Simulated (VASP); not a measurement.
Runs of VASP 6.6.1 on Tl. The structure is that of space group Pm-3m (No. 221), or close to it. The cells are those of the table. This isn't the form of Tl at room conditions, which is hcp.

```tsv
cell	k mesh	gap on the mesh (eV)	pressure (GPa)
a = 3.008 Å, 1 atom	11 × 11 × 11	none	5.8
a = 3.221 Å, 1 atom	11 × 11 × 11	none	-1.8
a = 3.139 Å, 1 atom	11 × 11 × 11	none	(b)
a = 3.139 Å, 1 atom	16 × 16 × 16	none	(a)
a = 3.053 Å, 1 atom	11 × 11 × 11	none	3.5
```

Alike in all rows: task single point; level PBEsol; potentials or basis VASP PAW PBE potentials, release 64 (Tl_d); no spin polarisation; cutoff (eV) 520; smearing fermi-dirac 0.1 eV.

Question: Fill in the values left out.

Answer: (a) 0.1; (b) 0.2.

Caveats: the PAW data sets were made with another functional, which shifts forces and pressure a little; spin-orbit coupling is left out, which moves the levels of the heavy elements; the cell stands under pressure (at least some runs).

A k mesh can miss the band edges, and the runs leave out spin-orbit coupling on Tl.

A gap of «none» marks levels without a gap at the run's occupations.
